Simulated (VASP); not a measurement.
# AgCl (Chlorargyrite) (Fm-3m) in VASP: notebook

AgCl (Chlorargyrite) is run at these levels: PBE, LDA; tasks: single point.

All numbers are computed with VASP 6.6.1; they aren't measurements. Logs are shortened: lines on timing, memory, paths and dates and some standing lists are left out, and cuts for length are marked.

**1. The cell of the first run**

Symmetry: Fm-3m, No. 225, cubic system. Conventional cell: a = 5.470 Å, b = 5.470 Å, c = 5.470 Å, α = 90.00°, β = 90.00°, γ = 90.00°. Within 3.6 Å of Ag (site symmetry m-3m) lie 6 Cl at 2.73 Å. Cl (site symmetry m-3m) has 6 Ag at 2.73 Å within 3.6 Å.

**2. Single point, PBE**

Contents of INCAR:

```
PREC = Accurate ; ENCUT = 520
EDIFF = 1E-6 ; ISMEAR = -1
SIGMA = 0.05 ; LREAL = False
LASPH = True ; NELM = 100
ALGO = Normal ; ISIF = 2
LWAVE = False ; LCHARG = True
GGA = PE ; LELF = True
LVHAR = True ; NBANDS = 16
```

Contents of KPOINTS:

```
regular mesh
0
Gamma
  6 6 6
```

Contents of POSCAR:

```
AgCl
1.0
    0.0000000000      2.7350000000      2.7350000000
    2.7350000000      0.0000000000      2.7350000000
    2.7350000000      2.7350000000      0.0000000000
Ag Cl
1 1
Direct
    0.0000000000      0.0000000000      0.0000000000
    0.5000000000      0.5000000000      0.5000000000
```

Potentials or basis: VASP PAW PBE potentials, release 64 (Ag, Cl).

The run is started by

```bash
> cat potpaw_PBE.64/Ag/POTCAR potpaw_PBE.64/Cl/POTCAR > POTCAR
> mpirun -np 1 vasp_std > vasp.out
```

OUTCAR:

```text
PREC = Accurate
   ENCUT = 520
   EDIFF = 1E-6
   ISMEAR = -1
   LREAL = False
   LASPH = True
   NELM = 100
   ISIF = 2
   GGA = PE

 ion  position               nearest neighbor table
   1  0.000  0.000  0.000-   2 2.73   2 2.73   2 2.73   2 2.73   2 2.73   2 2.73
   2  0.500  0.500  0.500-   1 2.73   1 2.73   1 2.73   1 2.73   1 2.73   1 2.73

  LATTYP: Found a face centered cubic cell.
 ALAT       =     5.4700000000

  Lattice vectors:

 A1 = (   0.0000000000,   2.7350000000,   2.7350000000)
 A2 = (   2.7350000000,   0.0000000000,   2.7350000000)
 A3 = (   2.7350000000,   2.7350000000,   0.0000000000)

Analysis of symmetry for initial positions (statically):
=====================================================================
 Subroutine PRICEL returns:
 Original cell was already a primitive cell.

 Routine SETGRP: Setting up the symmetry group for a
 face centered cubic supercell.

 Subroutine GETGRP returns: Found 48 space group operations
 (whereof 48 operations were pure point group operations)
 out of a pool of 48 trial point group operations.

The static configuration has the point symmetry O_h .

Analysis of symmetry for dynamics (positions and initial velocities):
=====================================================================
 Subroutine PRICEL returns:
 Original cell was already a primitive cell.

 Routine SETGRP: Setting up the symmetry group for a
 face centered cubic supercell.

 Subroutine GETGRP returns: Found 48 space group operations
 (whereof 48 operations were pure point group operations)
 out of a pool of 48 trial point group operations.

The dynamic configuration has the point symmetry O_h .

 Subroutine INISYM returns: Found 48 space group operations
 (whereof 48 operations are pure point group operations),
 and found     1 'primitive' translations

----------------------------------------------------------------------------------------

                                     Primitive cell

  volume of cell :      40.9168

  direct lattice vectors                    reciprocal lattice vectors
     0.000000000  2.735000000  2.735000000    -0.182815356  0.182815356  0.182815356
     2.735000000  0.000000000  2.735000000     0.182815356 -0.182815356  0.182815356
     2.735000000  2.735000000  0.000000000     0.182815356  0.182815356 -0.182815356

  length of vectors
     3.867874093  3.867874093  3.867874093     0.316645486  0.316645486  0.316645486

  position of ions in fractional coordinates (direct lattice)
     0.000000000  0.000000000  0.000000000
     0.500000000  0.500000000  0.500000000

  ion indices of the primitive-cell ions
   primitive index   ion index
                 1           1
                 2           2

----------------------------------------------------------------------------------------

 KPOINTS: regular mesh

Automatic generation of k-mesh.
 Grid dimensions read from file:
 generate k-points for:    6    6    6

 Generating k-lattice:

  Cartesian coordinates                     Fractional coordinates (reciprocal lattice)
    -0.030469226  0.030469226  0.030469226     0.166666667  0.000000000  0.000000000
     0.030469226 -0.030469226  0.030469226     0.000000000  0.166666667  0.000000000
     0.030469226  0.030469226 -0.030469226     0.000000000  0.000000000  0.166666667

  Length of vectors
     0.052774248  0.052774248  0.052774248

  Shift w.r.t. Gamma in fractional coordinates (k-lattice)
     0.000000000  0.000000000  0.000000000

 Subroutine IBZKPT returns following result:
 ===========================================

 Found     16 irreducible k-points:

 Following reciprocal coordinates:
            Coordinates               Weight
  0.000000  0.000000  0.000000      1.000000
  0.166667  0.000000  0.000000      8.000000
  0.333333  0.000000  0.000000      8.000000
  0.500000  0.000000  0.000000      4.000000
  0.166667  0.166667  0.000000      6.000000
  0.333333  0.166667  0.000000     24.000000
[... 8 lines left out ...]
 -0.333333  0.333333  0.166667     24.000000
 -0.333333  0.500000  0.166667     12.000000
   k-points           NKPTS =     16   k-points in BZ     NKDIM =     16   number of bands    NBANDS=     16
   number of dos      NEDOS =    301   number of ions     NIONS =      2
   total plane-waves  NPLWV =  27000
   dimension x,y,z NGX =    30 NGY =   30 NGZ =   30
   dimension x,y,z NGXF=    60 NGYF=   60 NGZF=   60
   ions per type =               1   1
   NGX,Y,Z   is equivalent  to a cutoff of  12.89, 12.89, 12.89 a.u.
   NGXF,Y,Z  is equivalent  to a cutoff of  25.79, 25.79, 25.79 a.u.
 SYSTEM =  unknown system
   PREC   = accura    normal or accurate (medium, high low for compatibility)
   ISTART =      0    job   : 0-new  1-cont  2-samecut
   ICHARG =      2    charge: 1-file 2-atom 10-const
   ISPIN  =      1    spin polarized calculation?
   LNONCOLLINEAR =      F non collinear calculations
   LSORBIT =      F    spin-orbit coupling
   LASPH  =      T    aspherical Exc in radial PAW
   ENCUT  =  520.0 eV  38.22 Ry    6.18 a.u.   7.19  7.19  7.19*2*pi/ulx,y,z
   NELM   =    100;   NELMIN=  2; NELMDL= -5     # of ELM steps
   EDIFF  = 0.1E-05   stopping-criterion for ELM
   LREAL  =      F    real-space projection
   EDIFFG = 0.1E-04   stopping-criterion for IOM
   NSW    =      0    number of steps for IOM
   IBRION =     -1    ionic relax: 0-MD 1-quasi-New 2-CG
   NFREE  =      0    steps in history (QN), initial steepest desc. (CG)
   ISIF   =      2    stress and relaxation
   ISYM   =      2    0-nonsym 1-usesym 2-fastsym
   POTIM  = 0.5000    time-step for ionic-motion
   TEBEG  =    0.0;   TEEND  =   0.0 temperature during run
   PSTRESS=    0.0 pullay stress
   NELECT =      18.0000    total number of electrons
   NUPDOWN=      -1.0000    fix difference up-down
   EMIN   =  10.00;   EMAX   =-10.00  energy-range for DOS
   EFERMI =   0.00;   METHOD = LEGACY
   ISMEAR =    -1;   SIGMA  =   0.05  broadening in eV -4-tet -1-fermi 0-gaus
   EFERMI_NEDOS =   21; number of points for ismear=-14 and -15
   IALGO  =     38    algorithm
   IMIX   =      4    mixing-type and parameters
     AMIX     =   0.40;   BMIX     =  1.00
     AMIX_MAG =   1.60;   BMIX_MAG =  1.00
  volume/ion in A,a.u.               =      20.46       138.06
  Fermi-wavevector in a.u.,A,eV,Ry     =   1.245083  2.352866 21.092186  1.550232
  Thomas-Fermi vector in A             =   2.379321
   LORBIT       =      0    0 simple, 1 ext, 2 COOP (PROOUT), +10 PAW based schemes
   GGA     = PE    functional components
   LHFCALC =     F    Hartree Fock is set to
   AEXX    =    0.0000 exact exchange contribution
   IVDW    =     0    specifies the selected vdW correction
   LEPSILON=     F    determine dielectric tensor
   LRPA    =     F    only Hartree local field effects (RPA)
 non-spin polarized calculation
  energy-cutoff  :      520.00
  volume of cell :       40.92
 maximum number of plane-waves:      1113
 NGX is ok and might be reduce to    30
   NGX = 15   NGY = 15   NGZ = 15

 number of electron      18.0000002 magnetization

 Free energy of the ion-electron system (eV)
  ---------------------------------------------------
  ext. energy  EPLUGINS =         0.00000000
  ---------------------------------------------------
  free energy    TOTEN  =        -5.36504992 eV

  energy without entropy =       -5.36504542  energy(sigma->0) =       -5.36504767

 E-fermi :   4.8767     XC(G=0): -10.1847

 val. band max:        4.3576297099   @ k =   0.5000   0.0000   0.0000
 cond. band min:       5.2597357464   @ k =   0.0000   0.0000   0.0000
 fundamental gap:      0.9021060365
 Fermi energy:         4.8767430577

 k-point     1 :       0.0000    0.0000    0.0000
  band No.  band energies     occupation
      1     -11.0775      2.00000
      2       1.7428      2.00000
      3       1.7428      2.00000
      4       1.7428      2.00000
      5       1.7863      2.00000
      6       1.7863      2.00000
[... 8 lines left out ...]
     15      17.9239      0.00000
     16      17.9239      0.00000

 k-point     2 :       0.1667    0.0000    0.0000
  band No.  band energies     occupation
      1     -10.9619      2.00000
      2       0.6160      2.00000
      3       0.8230      2.00000
      4       0.8230      2.00000
      5       1.8431      2.00000
      6       1.8431      2.00000
[... 8 lines left out ...]
     15      16.3871      0.00000
     16      17.1594      0.00000

 k-point     3 :       0.3333    0.0000    0.0000
  band No.  band energies     occupation
      1     -10.7140      2.00000
      2      -0.7048      2.00000
      3       0.1549      2.00000
      4       0.1549      2.00000
      5       2.0444      2.00000
      6       2.0444      2.00000
[... 8 lines left out ...]
     15      17.1955      0.00000
     16      17.2541      0.00000

 k-point     4 :       0.5000    0.0000    0.0000
  band No.  band energies     occupation
      1     -10.5803      2.00000
      2      -1.2357      2.00000
      3      -0.0790      2.00000
      4      -0.0790      2.00000
      5       2.1499      2.00000
      6       2.1499      2.00000
[... 8 lines left out ...]
     15      18.0644      0.00000
     16      18.0901      0.00000
[... 172 lines left out ...]
 k-point    14 :       0.5000    0.3333    0.1667
  band No.  band energies     occupation
      1     -10.6093      2.00000
      2      -0.6230      2.00000
      3       0.1397      2.00000
      4       0.4542      2.00000
      5       1.9514      2.00000
      6       2.1560      2.00000
[... 8 lines left out ...]
     15      18.9304      0.00000
     16      20.6178      0.00000

 k-point    15 :      -0.3333    0.3333    0.1667
  band No.  band energies     occupation
      1     -10.5405      2.00000
      2      -0.5220      2.00000
      3       0.0273      2.00000
      4       0.0919      2.00000
      5       2.0740      2.00000
      6       2.1535      2.00000
[... 8 lines left out ...]
     15      18.0389      0.00000
     16      19.6762      0.00000

 k-point    16 :      -0.3333    0.5000    0.1667
  band No.  band energies     occupation
      1     -10.5372      2.00000
      2      -0.1284      2.00000
      3       0.0772      2.00000
      4       0.3758      2.00000
      5       2.0293      2.00000
      6       2.2813      2.00000
[... 8 lines left out ...]
     15      18.7500      0.00000
     16      19.5051      0.00000

------------------------ aborting loop because EDIFF is reached ----------------------------------------

  FORCE on cell =-STRESS in cart. coord.  units (eV):
  Direction    XX          YY          ZZ          XY          YZ          ZX
  --------------------------------------------------------------------------------------
  -------------------------------------------------------------------------------------
  Total        0.9650887      0.9650887      0.9650887      0.0000000      0.0000000      0.0000000
  in kB       37.7899084     37.7899084     37.7899084      0.0000000      0.0000000      0.0000000
  external PRESSURE =      37.7899084 kB  Pullay stress =       0.0000000 kB

 VOLUME and BASIS-vectors are now :
 -----------------------------------------------------------------------------
  energy-cutoff  :      520.00
  volume of cell :       40.92
      direct lattice vectors                 reciprocal lattice vectors
     0.000000000  2.735000000  2.735000000    -0.182815356  0.182815356  0.182815356
     2.735000000  0.000000000  2.735000000     0.182815356 -0.182815356  0.182815356
     2.735000000  2.735000000  0.000000000     0.182815356  0.182815356 -0.182815356

 POSITION                                       TOTAL-FORCE (eV/Angst)
 -----------------------------------------------------------------------------------
      0.00000      0.00000      0.00000         0.000000      0.000000      0.000000
      2.73500      2.73500      2.73500        -0.000000     -0.000000     -0.000000
 -----------------------------------------------------------------------------------
    total drift:                               -0.000000      0.000000      0.000000

  FREE ENERGIE OF THE ION-ELECTRON SYSTEM (eV)
  ---------------------------------------------------
  free  energy   TOTEN  =        -5.3650499164 eV

  energy  without entropy=       -5.3650454195  energy(sigma->0) =       -5.36504767
```

Run time: 12 s. Hardware: 1 thread of Intel Xeon 6975P-C, shared host; peak memory 0.17 GiB.

What came out:

- Free energy: -5.3650 eV
- Pressure: 3.8 GPa
- Band gap on the k mesh: 0.90 eV, indirect (least direct gap 3.40 eV)

(Part 1 of 2 ends here.)
